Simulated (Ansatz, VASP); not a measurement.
One calculation of CoSi2, two programs

```
Co Si
1.0
     0.00000    2.68250    2.68250
     2.68250    0.00000    2.68250
     2.68250    2.68250    0.00000
Co Si
1 2
Direct
  0.00000 0.00000 0.00000
  0.25000 0.25000 0.25000
  0.75000 0.75000 0.75000
```

Alike in both runs: task relaxation of cell and atoms; functional PBE; dispersion D3(BJ); k mesh 14 × 14 × 14; occupations gaussian, width 0.1 eV; no spin polarisation.

|  | VASP | Ansatz |
| --- | --- | --- |
| version | VASP 6.6.1 | Ansatz 0.2.0 |
| potentials or method | VASP PAW PBE potentials, release 64 (Co, Si), cutoff 600 eV | scalar-relativistic, plane waves, PAW |
| valence electrons in the cell | 17 | 25 |

|  | VASP | Ansatz | Ansatz less VASP |
| --- | --- | --- | --- |
| gap on the k mesh at the Fermi level, each at its own relaxed structure (eV) | none | none | - |
| relaxed volume (Å³/atom) | 12.43 | 12.44 | +0.011 |
| relaxed cell length with the largest relative difference (Å) | 3.750 | 3.751 | +0.0011 |

A gap of «none» marks a metal or a gap that the smearing closes. VASP's potentials hold 17 valence electrons a cell and Ansatz's 25, so a difference there can come from the potentials and not from the codes.
